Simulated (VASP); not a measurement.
# Ge (P6_3/mmc) in VASP: notebook

The runs below take Ge through single point, with PBEsol+D3(BJ), BLYP+D3(BJ), r2SCAN+D4.

All numbers are computed with VASP 6.6.1; they aren't measurements. Logs are shortened: lines on timing, memory, paths and dates and some standing lists are left out, and cuts for length are marked.

### Step 1. The cell of the first run

The structure is hexagonal, space group P6_3/mmc (No. 194). The conventional cell has a = 3.965 Å, b = 3.965 Å, c = 6.522 Å, α = 90.00°, β = 90.00°, γ = 120.00°. Within 3.2 Å of Ge (site symmetry 3m) lie 4 Ge at 2.43 to 2.44 Å.

This isn't the form of Ge at room conditions, which is diamond.

### Step 2. Single point, PBEsol+D3(BJ)

Input file INCAR:

```
SYSTEM = Ge
PREC = Accurate
ENCUT = 520
EDIFF = 1E-6
ISMEAR = -1
SIGMA = 0.1
LREAL = .False.
LASPH = .True.
NELM = 100
ALGO = Normal
ISIF = 2
LWAVE = .False.
LCHARG = .False.
GGA = PS
IVDW = 12
NBANDS = 36
```

Input file KPOINTS:

```
Automatic mesh
0
Gamma
  7 7 4
  0 0 0
```

Input file POSCAR:

```
Ge
1.0
    3.9654911812      0.0000000000      0.0000000000
   -1.9827455906      3.4342161014      0.0000000000
    0.0000000000      0.0000000000      6.5219366938
Ge
4
Direct
    0.6666666667      0.3333333333      0.0626729585
    0.3333333333      0.6666666667      0.5626729585
    0.6666666667      0.3333333333      0.4373270415
    0.3333333333      0.6666666667      0.9373270415
```

Potentials or basis: VASP PAW PBE potentials, release 64 (Ge_d).

Run with:

```sh
$ cat potpaw_PBE.64/Ge_d/POTCAR > POTCAR
$ mpirun -np 1 vasp_std > vasp.out
```

OUTCAR:

```text
SYSTEM = Ge
   PREC = Accurate
   ENCUT = 520
   EDIFF = 1E-6
   ISMEAR = -1
   LREAL = .False.
   LASPH = .True.
   NELM = 100
   ISIF = 2
   GGA = PS
   IVDW = 12
 IVDW          = 12

 ion  position               nearest neighbor table
   1  0.667  0.333  0.063-   4 2.43   4 2.43   4 2.43   3 2.44
   2  0.333  0.667  0.563-   3 2.43   3 2.43   3 2.43   4 2.44
   3  0.667  0.333  0.437-   2 2.43   2 2.43   2 2.43   1 2.44
   4  0.333  0.667  0.937-   1 2.43   1 2.43   1 2.43   2 2.44

  LATTYP: Found a hexagonal cell.
 ALAT       =     3.9654911812
 C/A-ratio  =     1.6446731050

  Lattice vectors:

 A1 = (   3.9654911812,   0.0000000000,   0.0000000000)
 A2 = (  -1.9827455906,   3.4342161014,   0.0000000000)
 A3 = (   0.0000000000,   0.0000000000,   6.5219366938)

Analysis of symmetry for initial positions (statically):
=====================================================================
 Subroutine PRICEL returns:
 Original cell was already a primitive cell.

 Routine SETGRP: Setting up the symmetry group for a
 hexagonal supercell.

 Subroutine GETGRP returns: Found 24 space group operations
 (whereof 12 operations were pure point group operations)
 out of a pool of 24 trial point group operations.

The static configuration has the point symmetry D_3d.
 The point group associated with its full space group is D_6h.

Analysis of symmetry for dynamics (positions and initial velocities):
=====================================================================
 Subroutine PRICEL returns:
 Original cell was already a primitive cell.

 Routine SETGRP: Setting up the symmetry group for a
 hexagonal supercell.

 Subroutine GETGRP returns: Found 24 space group operations
 (whereof 12 operations were pure point group operations)
 out of a pool of 24 trial point group operations.

The dynamic configuration has the point symmetry D_3d.
 The point group associated with its full space group is D_6h.

 Subroutine INISYM returns: Found 24 space group operations
 (whereof 12 operations are pure point group operations),
 and found     1 'primitive' translations

----------------------------------------------------------------------------------------

                                     Primitive cell

  volume of cell :      88.8180

  direct lattice vectors                    reciprocal lattice vectors
     3.965491181  0.000000000  0.000000000     0.252175570  0.145593633  0.000000000
    -1.982745591  3.434216101  0.000000000     0.000000000  0.291187267  0.000000000
     0.000000000  0.000000000  6.521936694     0.000000000  0.000000000  0.153328689

  length of vectors
     3.965491181  3.965491181  6.521936694     0.291187267  0.291187267  0.153328689

  position of ions in fractional coordinates (direct lattice)
     0.666666667  0.333333333  0.062672959
     0.333333333  0.666666667  0.562672959
     0.666666667  0.333333333  0.437327041
     0.333333333  0.666666667  0.937327041

  ion indices of the primitive-cell ions
   primitive index   ion index
                 1           1
                 2           2
                 3           3
                 4           4

----------------------------------------------------------------------------------------

 KPOINTS: Automatic mesh

Automatic generation of k-mesh.
 Grid dimensions read from file:
 generate k-points for:    7    7    4

 Generating k-lattice:

  Cartesian coordinates                     Fractional coordinates (reciprocal lattice)
     0.036025081  0.020799090  0.000000000     0.142857143  0.000000000  0.000000000
     0.000000000  0.041598181  0.000000000     0.000000000  0.142857143  0.000000000
     0.000000000  0.000000000  0.038332172     0.000000000  0.000000000  0.250000000

  Length of vectors
     0.041598181  0.041598181  0.038332172

  Shift w.r.t. Gamma in fractional coordinates (k-lattice)
     0.000000000  0.000000000  0.000000000

 Subroutine IBZKPT returns following result:
 ===========================================

 Found     24 irreducible k-points:

 Following reciprocal coordinates:
            Coordinates               Weight
  0.000000  0.000000  0.000000      1.000000
  0.142857 -0.000000  0.000000      6.000000
  0.285714  0.000000  0.000000      6.000000
  0.428571  0.000000  0.000000      6.000000
  0.142857  0.142857  0.000000      6.000000
  0.285714  0.142857  0.000000     12.000000
[... 16 lines left out ...]
  0.428571  0.142857  0.500000      6.000000
  0.285714  0.285714  0.500000      6.000000
   k-points           NKPTS =     24   k-points in BZ     NKDIM =     24   number of bands    NBANDS=     36
   number of dos      NEDOS =    301   number of ions     NIONS =      4
   total plane-waves  NPLWV =  45000
   dimension x,y,z NGX =    30 NGY =   30 NGZ =   50
   dimension x,y,z NGXF=    60 NGYF=   60 NGZF=  100
   ions per type =               4
   NGX,Y,Z   is equivalent  to a cutoff of  12.58, 12.58, 12.75 a.u.
   NGXF,Y,Z  is equivalent  to a cutoff of  25.15, 25.15, 25.49 a.u.
 SYSTEM =  Ge
   PREC   = accura    normal or accurate (medium, high low for compatibility)
   ISTART =      0    job   : 0-new  1-cont  2-samecut
   ICHARG =      2    charge: 1-file 2-atom 10-const
   ISPIN  =      1    spin polarized calculation?
   LNONCOLLINEAR =      F non collinear calculations
   LSORBIT =      F    spin-orbit coupling
   LASPH  =      T    aspherical Exc in radial PAW
   ENCUT  =  520.0 eV  38.22 Ry    6.18 a.u.   7.37  7.37 12.13*2*pi/ulx,y,z
   NELM   =    100;   NELMIN=  2; NELMDL= -5     # of ELM steps
   EDIFF  = 0.1E-05   stopping-criterion for ELM
   LREAL  =      F    real-space projection
   EDIFFG = 0.1E-04   stopping-criterion for IOM
   NSW    =      0    number of steps for IOM
   IBRION =     -1    ionic relax: 0-MD 1-quasi-New 2-CG
   NFREE  =      0    steps in history (QN), initial steepest desc. (CG)
   ISIF   =      2    stress and relaxation
   ISYM   =      2    0-nonsym 1-usesym 2-fastsym
   POTIM  = 0.5000    time-step for ionic-motion
   TEBEG  =    0.0;   TEEND  =   0.0 temperature during run
   PSTRESS=    0.0 pullay stress
   NELECT =      56.0000    total number of electrons
   NUPDOWN=      -1.0000    fix difference up-down
   EMIN   =  10.00;   EMAX   =-10.00  energy-range for DOS
   EFERMI =   0.00;   METHOD = LEGACY
   ISMEAR =    -1;   SIGMA  =   0.10  broadening in eV -4-tet -1-fermi 0-gaus
   EFERMI_NEDOS =   21; number of points for ismear=-14 and -15
   IALGO  =     38    algorithm
   IMIX   =      4    mixing-type and parameters
     AMIX     =   0.40;   BMIX     =  1.00
     AMIX_MAG =   1.60;   BMIX_MAG =  1.00
  volume/ion in A,a.u.               =      22.20       149.84
  Fermi-wavevector in a.u.,A,eV,Ry     =   1.403795  2.652788 26.812201  1.970641
  Thomas-Fermi vector in A             =   2.526421
   LORBIT       =      0    0 simple, 1 ext, 2 COOP (PROOUT), +10 PAW based schemes
   GGA     = PS    functional components
   LHFCALC =     F    Hartree Fock is set to
   AEXX    =    0.0000 exact exchange contribution
   IVDW    =    12    specifies the selected vdW correction
   LEPSILON=     F    determine dielectric tensor
   LRPA    =     F    only Hartree local field effects (RPA)
 non-spin polarized calculation
  energy-cutoff  :      520.00
  volume of cell :       88.82
 maximum number of plane-waves:      2436
 NGX is ok and might be reduce to    30
   NGX = 15   NGY = 15   NGZ = 25

 number of electron      56.0000043 magnetization

 Free energy of the ion-electron system (eV)
  ---------------------------------------------------
  ext. energy  EPLUGINS =         0.00000000
  ---------------------------------------------------
  free energy    TOTEN  =       -19.65631505 eV

  energy without entropy =      -19.64778767  energy(sigma->0) =      -19.65205136

 E-fermi :   5.1292     XC(G=0): -10.2153

 val. band max:        4.9969104994   @ k =   0.0000   0.0000   0.0000
 cond. band min:       5.2045857947   @ k =   0.0000   0.0000   0.2500
 fundamental gap:      0.2076752953
 Fermi energy:         5.1292038044

 k-point     1 :       0.0000    0.0000    0.0000
  band No.  band energies     occupation
      1     -19.7809      2.00000
      2     -19.7809      2.00000
      3     -19.7430      2.00000
      4     -19.7392      2.00000
      5     -19.7392      2.00000
      6     -19.7273      2.00000
[... 28 lines left out ...]
     35       9.6955      0.00000
     36      11.0867      0.00000

 k-point     2 :       0.1429   -0.0000    0.0000
  band No.  band energies     occupation
      1     -19.7928      2.00000
      2     -19.7850      2.00000
      3     -19.7543      2.00000
      4     -19.7463      2.00000
      5     -19.7391      2.00000
      6     -19.7139      2.00000
[... 28 lines left out ...]
     35      10.5706      0.00000
     36      11.0111      0.00000

 k-point     3 :       0.2857    0.0000    0.0000
  band No.  band energies     occupation
      1     -19.8027      2.00000
      2     -19.7899      2.00000
      3     -19.7708      2.00000
      4     -19.7567      2.00000
      5     -19.7323      2.00000
      6     -19.7013      2.00000
[... 28 lines left out ...]
     35      12.0490      0.00000
     36      12.1341      0.00000
[... 742 lines left out ...]
 k-point    23 :       0.4286    0.1429    0.5000
  band No.  band energies     occupation
      1     -19.7887      2.00000
      2     -19.7887      2.00000
      3     -19.7744      2.00000
      4     -19.7744      2.00000
      5     -19.7088      2.00000
      6     -19.7088      2.00000
[... 28 lines left out ...]
     35      13.2316      0.00000
     36      13.2316      0.00000

 k-point    24 :       0.2857    0.2857    0.5000
  band No.  band energies     occupation
      1     -19.7964      2.00000
      2     -19.7964      2.00000
      3     -19.7745      2.00000
      4     -19.7745      2.00000
      5     -19.7051      2.00000
      6     -19.7051      2.00000
[... 28 lines left out ...]
     35      11.2013      0.00000
     36      11.2013      0.00000

------------------------ aborting loop because EDIFF is reached ----------------------------------------

 Edisp (eV)   -1.11465

 E8    (eV) :    -0.7445

  FORCE on cell =-STRESS in cart. coord.  units (eV):
  Direction    XX          YY          ZZ          XY          YZ          ZX
  --------------------------------------------------------------------------------------
  -------------------------------------------------------------------------------------
  Total      -0.06363    -0.06363    -0.05540     0.00000     0.00000    -0.00000
  in kB      -1.14781    -1.14781    -0.99943     0.00000     0.00000    -0.00000
  external pressure =       -1.10 kB  Pullay stress =        0.00 kB

 VOLUME and BASIS-vectors are now :
 -----------------------------------------------------------------------------
  energy-cutoff  :      520.00
  volume of cell :       88.82
      direct lattice vectors                 reciprocal lattice vectors
     3.965491181  0.000000000  0.000000000     0.252175570  0.145593633  0.000000000
    -1.982745591  3.434216101  0.000000000     0.000000000  0.291187267  0.000000000
     0.000000000  0.000000000  6.521936694     0.000000000  0.000000000  0.153328689

 POSITION                                       TOTAL-FORCE (eV/Angst)
 -----------------------------------------------------------------------------------
      1.98275      1.14474      0.40875        -0.000000      0.000000      0.000231
     -0.00000      2.28948      3.66972        -0.000000     -0.000000      0.000231
      1.98275      1.14474      2.85222        -0.000000      0.000000     -0.000231
     -0.00000      2.28948      6.11319         0.000000     -0.000000     -0.000231
 -----------------------------------------------------------------------------------
    total drift:                                0.000000     -0.000000      0.000000

  FREE ENERGIE OF THE ION-ELECTRON SYSTEM (eV)
  ---------------------------------------------------
  free  energy   TOTEN  =       -20.7709673575 eV

  energy  without entropy=      -20.7624399792  energy(sigma->0) =      -20.76670367
```

Wall time 2.3 min (1 thread of Intel Xeon 8259CL, shared host); peak memory 0.23 GiB.

What came out:

```yaml
Free_energy: -20.7710 eV
Pressure: -0.1 GPa
Band_gap_on_the_k_mesh: zero (bands 28 and 29 overlap by 0.02 eV)
Dispersion_energy_per_atom: -0.279 eV
```

Caveat: semilocal functionals underestimate gaps, and a narrow one can read as zero; the PAW data sets were made with another functional, which shifts forces and pressure a little.

### Step 3. Single point, BLYP+D3(BJ)

This run uses another cell than the first one, of 23.47 Å³/atom.

Input file INCAR:

```
PREC = Accurate ; ENCUT = 520
EDIFF = 1E-6 ; ISMEAR = -1
SIGMA = 0.1 ; LREAL = F
LASPH = T ; NELM = 60
ALGO = Normal ; ISIF = 2
LWAVE = F ; LCHARG = T
GGA = B5 ; ALDAX = 1.0
AGGAX = 1.0 ; AGGAC = 1.0
ALDAC = 0.0 ; IVDW = 12
VDW_S6 = 1.0 ; VDW_S8 = 2.6996
VDW_A1 = 0.4298 ; VDW_A2 = 4.2359
LELF = T ; LVHAR = T
NBANDS = 36
```

Input file KPOINTS:

```
regular mesh
0
Gamma
  7 7 4
```

Input file POSCAR:

```
Ge
1.0
    4.0347591603      0.0000000000      0.0000000000
   -2.0173795801      3.4942039309      0.0000000000
    0.0000000000      0.0000000000      6.6575847259
Ge
4
Direct
    0.6666666667      0.3333333333      0.0630044218
    0.3333333333      0.6666666667      0.5630044218
    0.6666666667      0.3333333333      0.4369955782
    0.3333333333      0.6666666667      0.9369955782
```

Potentials or basis: VASP PAW PBE potentials, release 64 (Ge_d).

Run with:

```sh
$ cat potpaw_PBE.64/Ge_d/POTCAR > POTCAR
$ mpirun -np 1 vasp_std > vasp.out
```

It took 2.7 min on 1 thread of Intel Xeon 8259CL, shared host; peak memory 0.23 GiB.

It converged, with:

| Property | Result |
| --- | --- |
| Free energy | -17.7884 eV |
| Pressure | 0.2 GPa |
| Band gap on the k mesh | 0.19 eV (least direct gap 0.25 eV) |
| Dispersion energy per atom | -0.657 eV |

Forces in eV/Å, atoms in the order of the input:
```
Ge   0.000  0.000  0.002
Ge   0.000  0.000  0.002
Ge   0.000  0.000 -0.002
Ge   0.000  0.000 -0.002
```

Levels at points of the mesh, in eV from the valence-band top:
```tsv
k point	band 24	band 25	band 26	band 27	band 28	band 29	band 30	band 31	band 32	band 33
(0.00, 0.00, 0.00)	-1.27	-1.27	-0.32	-0.01	0.00	0.25	0.25	2.44	2.44	2.90
(0.00, 0.00, 0.50)	-4.67	-0.68	-0.68	-0.68	-0.68	0.73	0.73	3.53	3.53	3.53
```

Caveat: semilocal functionals underestimate gaps, and a narrow one can read as zero; the PAW data sets were made with another functional, which shifts forces and pressure a little. A k mesh can miss the band edges.

### Step 4. Single point, r2SCAN+D4

This run uses another cell than the first one, of 22.59 Å³/atom.

Input file POSCAR:

```
Ge
1.0
    3.9838808866      0.0000000000      0.0000000000
   -1.9919404433      3.4501420534      0.0000000000
    0.0000000000      0.0000000000      6.5747304223
Ge
4
Direct
    0.6666666667      0.3333333333      0.0629730950
    0.3333333333      0.6666666667      0.5629730950
    0.6666666667      0.3333333333      0.4370269050
    0.3333333333      0.6666666667      0.9370269050
```

Input file INCAR.step1:

```
  ALGO = Normal
  EDIFF = 1E-4
  ENCUT = 520
  GGA = PE
  ISMEAR = -1
  LASPH = T
  LCHARG = F
  LREAL = F
  LWAVE = T
  NBANDS = 36
  NELM = 80
  PREC = Accurate
  SIGMA = 0.1
```

Input file INCAR.step2:

```
  ALGO = Normal
  EDIFF = 1E-6
  ENCUT = 520
  ISIF = 2
  ISMEAR = -1
  ISTART = 1
  IVDW = 13
  LASPH = T
  LCHARG = T
  LELF = T
  LMIXTAU = T
  LREAL = F
  LVHAR = T
  LWAVE = F
  METAGGA = R2SCAN
  NBANDS = 36
  NELM = 80
  PREC = Accurate
  SIGMA = 0.1
  VDW_A1 = 0.51559235
  VDW_A2 = 5.77342911
  VDW_S6 = 1.0
  VDW_S8 = 0.6018749
```

Input file KPOINTS:

```
k-points
0
Gamma
  7 7 4
```

Run with:

```sh
$ cat potpaw_PBE.64/Ge_d/POTCAR > POTCAR
$ cp INCAR.step1 INCAR
$ mpirun -np 1 vasp_std > vasp.out
$ cp INCAR.step2 INCAR
$ mpirun -np 1 vasp_std > vasp.out
```

Wall time 8 min (1 thread of Intel Xeon 8259CL, shared host); peak memory 0.23 GiB.

The run converged. Its results:

| Quantity | Value |
| --- | --- |
| Free energy | -55.8506 eV |
| Pressure | 0.1 GPa |
| Band gap on the k mesh | 0.09 eV |
| Dispersion energy per atom | -0.112 eV |

Levels at points of the mesh, in eV from the valence-band top:
| k point | band 25 | band 26 | band 27 | band 28 | band 29 | band 30 | band 31 | band 32 |
| --- | --- | --- | --- | --- | --- | --- | --- | --- |
| (0.00, 0.00, 0.00) | -1.71 | -0.30 | 0.00 | 0.00 | 0.09 | 0.34 | 2.29 | 2.29 |
| (0.00, 0.00, 0.50) | -1.04 | -1.04 | -1.04 | -1.04 | 0.88 | 0.88 | 3.47 | 3.47 |

Caveat: semilocal functionals underestimate gaps, and a narrow one can read as zero; the PAW data sets were made with another functional, which shifts forces and pressure a little. A k mesh can miss the band edges.

### Step 5. The runs side by side

| level | cell | gap on the mesh (eV) | pressure (GPa) |
| --- | --- | --- | --- |
| PBEsol+D3(BJ) | a = 3.965, b = 3.965, c = 6.522 Å, angles 90.0, 90.0, 120.0°, 4 atoms, atomic positions A | none | -0.1 |
| BLYP+D3(BJ) | a = 4.035, b = 4.035, c = 6.658 Å, angles 90.0, 90.0, 120.0°, 4 atoms, atomic positions B | 0.19 | 0.2 |
| r2SCAN+D4 | a = 3.984, b = 3.984, c = 6.575 Å, angles 90.0, 90.0, 120.0°, 4 atoms, atomic positions B | 0.09 | 0.1 |

Alike in all rows: task single point; potentials or basis VASP PAW PBE potentials, release 64 (Ge_d); no spin polarisation; k mesh 7 × 7 × 4; cutoff (eV) 520; smearing fermi-dirac 0.1 eV.

Caveats: semilocal functionals underestimate gaps, and a narrow one can read as zero; the PAW data sets were made with another functional, which shifts forces and pressure a little.

Total energies depend on the potentials used, so only differences within one code and one set of settings carry meaning.

The gap in the log of VASP goes by the Fermi energy; the results here count the filled bands.